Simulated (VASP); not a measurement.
Set up this calculation in VASP 6.6.1, as the native input.

```
Task                   : single point
Functional             : PBE
Potentials or basis    : VASP PAW PBE potentials, release 64 (Mg, Se)
Cutoff                 : 600 eV
k mesh                 : 6 × 6 × 6
Occupations            : fermi-dirac, width 0.1 eV
Spin                   : no spin polarisation
Dipole correction      : no
Further INCAR settings : ALGO = Normal; EDIFF = 1e-06; NBANDS = 11
```

The structure of MgSe lies in POSCAR:

```
MgSe
1.0
    0.0000000000      2.7546914563      2.7546914563
    2.7546914563      0.0000000000      2.7546914563
    2.7546914563      2.7546914563      0.0000000000
Mg Se
1 1
Direct
    0.0000000000      0.0000000000      0.0000000000
    0.5000000000      0.5000000000      0.5000000000
```

The input as run:

INCAR

```
SYSTEM = MgSe
PREC = Accurate ; ENCUT = 600
EDIFF = 1E-6 ; ISMEAR = -1
SIGMA = 0.1 ; LREAL = .False.
LASPH = .True. ; NELM = 120
ALGO = Normal ; ISIF = 2
LWAVE = .False. ; LCHARG = .True.
GGA = PE ; LELF = .True.
LVHAR = .True. ; NBANDS = 11
GGA_COMPAT = .False.
```

KPOINTS

```
Automatic mesh
0
Gamma
  6 6 6
  0 0 0
```

Potentials or basis: VASP PAW PBE potentials, release 64 (Mg, Se).

Run with:

```sh
$ cat potpaw_PBE.64/Mg/POTCAR potpaw_PBE.64/Se/POTCAR > POTCAR
$ mpirun -np 1 vasp_std > vasp.out
```

Results of the run:

| Property | Result |
| --- | --- |
| Pressure | -0.1 GPa |
| Band gap on the k mesh | 1.74 eV, indirect (least direct gap 2.38 eV) |

Wall time 17 s on 1 thread of Intel(R) Xeon(R) Platinum 8375C CPU @ 2.90GHz (Ice Lake), on a shared host, peak memory 0.17 GiB.
